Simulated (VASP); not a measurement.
Runs of VASP 6.6.1 on Ca2C. The structure is that of space group Fm-3m (No. 225), or close to it. The cells are those of the table. 

```tsv
level	cell	gap on the mesh (eV)	pressure (GPa)
r2SCAN	a = 4.387, b = 4.387, c = 4.424 Å, angles 59.7, 59.7, 60.6°, 3 atoms	(a)	1.4
PBE	a = 4.387, b = 4.387, c = 4.424 Å, angles 59.7, 59.7, 60.6°, 3 atoms	0.13	1.9
PBE	a = 4.279 Å, angles 60.0°, 3 atoms	0.09	7.8
r2SCAN	a = 4.279 Å, angles 60.0°, 3 atoms	0.28	(b)
```

Alike in all rows: task single point; potentials or basis VASP PAW PBE potentials, release 64 (C, Ca_sv); no spin polarisation; k mesh 8 × 8 × 8; cutoff (eV) 520; smearing fermi-dirac 0.02 eV.

**Question.** Fill in the values left out.

**Answer.** (a) 0.32; (b) 7.5.

Caveats: the PAW data sets were made with another functional, which shifts forces and pressure a little (at least some runs); the cell stands under pressure (at least some runs).

A k mesh can miss the band edges.
